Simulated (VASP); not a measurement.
Wanted: the native input for a VASP 6.6.1 run.

- Task: single point
- Functional: PBEsol
- Potentials or basis: VASP PAW PBE potentials, release 64 (C, Si)
- Cutoff: 600 eV
- k mesh: 12 × 12 × 12
- Occupations: gaussian, width 0.02 eV
- Spin: no spin polarisation
- Dipole correction: no
- Further INCAR settings: ALGO = Normal; EDIFF = 1e-06; NBANDS = 11

The structure of SiC (pbesol) lies in POSCAR:

```
SiC
1.0
    0.0000000000      1.8436272668      1.8436272668
    1.8436272668      0.0000000000      1.8436272668
    1.8436272668      1.8436272668      0.0000000000
C Si
1 1
Direct
    0.0000000000      0.0000000000      0.0000000000
    0.5000000000      0.5000000000      0.5000000000
```

One way to write it, as run:

INCAR

```
PREC     = Accurate       # precision mode
ENCUT    = 600            # plane-wave cutoff, eV
EDIFF    = 1E-6           # SCF threshold, eV
ISMEAR   = 0              # smearing method
SIGMA    = 0.02           # smearing width, eV
LREAL    = False          # projectors in reciprocal space
LASPH    = True           # aspherical terms in the spheres
NELM     = 120            # most SCF steps
ALGO     = Normal         # electronic algorithm
ISIF     = 2              # what is computed and relaxed
LWAVE    = False          # write WAVECAR
LCHARG   = False          # write CHGCAR
GGA      = PS             # functional
NBANDS   = 11             # bands
GGA_COMPAT= False
```

KPOINTS

```
Automatic mesh
0
Gamma
  12 12 12
```

Potentials or basis: VASP PAW PBE potentials, release 64 (C, Si).

Run with:

```bash
$ cat potpaw_PBE.64/C/POTCAR potpaw_PBE.64/Si/POTCAR > POTCAR
$ mpirun -np 1 vasp_std > vasp.out
```

It gave:

| Quantity | Value |
| --- | --- |
| Pressure | 125.8 GPa |
| Band gap on the k mesh | 0.94 eV, indirect (least direct gap 6.49 eV) |

Caveat: the PAW data sets were made with another functional, which shifts forces and pressure a little.

Wall time 14 s on 1 thread of Intel Xeon 8259CL, with other jobs on the host, peak memory 0.14 GiB.
